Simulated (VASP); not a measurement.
Crystal: HfO2.

```
CELL_PARAMETERS angstrom
5.05980 0.00000 0.00000
0.00000 10.01720 0.00000
0.00000 0.00000 5.22760
ATOMIC_POSITIONS crystal
Hf 0.74515 0.88454 0.96486
Hf 0.24515 0.61546 0.03514
Hf 0.25485 0.38454 0.53514
Hf 0.75485 0.11546 0.46486
Hf 0.25485 0.11546 0.03514
Hf 0.75485 0.38454 0.96486
Hf 0.74515 0.61546 0.46486
Hf 0.24515 0.88454 0.53514
O 0.87051 0.79074 0.62402
O 0.37051 0.70926 0.37598
O 0.12949 0.29074 0.87598
O 0.62949 0.20926 0.12402
O 0.12949 0.20926 0.37598
O 0.62949 0.29074 0.62402
O 0.87051 0.70926 0.12402
O 0.37051 0.79074 0.87598
O 0.50288 0.97644 0.26172
O 0.00288 0.52356 0.73828
O 0.49712 0.47644 0.23828
O 0.99712 0.02356 0.76172
O 0.49712 0.02356 0.73828
O 0.99712 0.47644 0.26172
O 0.50288 0.52356 0.76172
O 0.00288 0.97644 0.23828
```

Base run:

| Property | Result |
| --- | --- |
| Program | VASP 6.6.1 |
| Functional | PBEsol |
| Potentials or basis | VASP PAW PBE potentials, release 64 (Hf_pv, O) |
| Cutoff | 520 eV |
| k mesh | 5 × 3 × 5 |
| Occupations | fermi-dirac, width 0.02 eV |
| Spin | no spin polarisation |

Its results: band gap on the k mesh 4.19 eV (least direct gap 4.35 eV); pressure -5.4 GPa; largest force 0.101 eV/Å.

**Question.** The run is repeated on the same cell with these changes: functional from PBEsol to PBE; further incar settings from LREAL = Auto; ALGO = Normal; EDIFF = 1e-08; NBANDS = 106 to LREAL = Auto; ALGO = Normal; EDIFF = 1e-07; NBANDS = 106. What comes out?

**Answer.** Band gap on the k mesh 4.29 eV (least direct gap 4.46 eV); pressure 2.3 GPa; largest force 0.045 eV/Å.

Caveats: spin-orbit coupling is left out, which moves the levels of the heavy elements; an odd mesh through Γ misses points on the zone boundary, where band edges can lie; the cell stands under tension (at least some runs); the PAW data sets were made with another functional, which shifts forces and pressure a little (at least some runs).
